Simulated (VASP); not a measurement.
CuO: single point with PBE

Crystal: CuO.

```
Cu O
1.0
     4.67910   -3.48050    0.00000
     2.33955    1.74025    0.00000
    -0.76520    0.00000    5.06078
Cu O
4 4
Direct
  0.00000 0.50000 0.00000
  0.50000 0.50000 0.00000
  0.25000 0.00000 0.50000
  0.75000 0.00000 0.50000
  0.27385 0.45230 0.25000
  0.77385 0.45230 0.25000
  0.22615 0.54770 0.75000
  0.72615 0.54770 0.75000
```

```yaml
Program: VASP 6.6.1
Task: single point
Functional: PBE
Potentials_or_basis: VASP PAW PBE potentials, release 64 (Cu_sv_GW, O)
Cutoff: 820 eV
k_mesh: 4 × 7 × 4
Occupations: fermi-dirac, width 0.05 eV
Spin: no spin polarisation
Dipole_correction: no
Further_INCAR_settings: ALGO = Normal; EDIFF = 1e-06; NBANDS = 60
```

```yaml
Pressure: 6.2 GPa
Largest_force: 0.184 eV/Å
Band_gap_on_the_k_mesh: zero (bands 50 and 51 overlap by 0.65 eV)
```

Forces on the atoms (eV/Å):
```
Cu   0.000  0.000  0.000
Cu   0.000  0.000  0.000
Cu   0.000  0.000  0.000
Cu   0.000  0.000  0.000
O    0.002 -0.184 -0.003
O    0.002 -0.184 -0.003
O   -0.002  0.184  0.003
O   -0.002  0.184  0.003
```

Stress tensor (GPa, compression positive):
```
3.72 0.02 2.44
0.02 7.52 0.01
2.44 0.01 7.24
```

Levels at points of the mesh, in eV from the Fermi level:
```csv
k point,band 47,band 48,band 49,band 50,band 51,band 52,band 53,band 54
"(0.00, 0.00, 0.00)",-1.61,-1.52,0.12,0.22,0.31,0.94,1.69,4.29
"(0.50, 0.00, 0.00)",-1.70,-1.70,-0.03,-0.03,0.61,0.61,3.44,3.44
"(0.00, 0.00, 0.50)",-1.61,-1.61,-0.12,0.20,0.20,0.68,3.81,3.81
"(0.50, 0.00, 0.50)",-1.59,-1.59,-0.92,-0.92,0.45,0.45,4.67,4.67
```

Wall time 10 min on 1 thread of Intel(R) Xeon(R) 6975P-C (Granite Rapids), with other jobs on the host, peak memory 0.56 GiB.

Caveat: the cell stands under pressure; semilocal functionals often make such compounds metallic where correlation or magnetic order opens a gap, which also shifts bond lengths. With open d or f shells a metallic result of PBE can be an artefact of self-interaction; +U or a hybrid may open a gap.
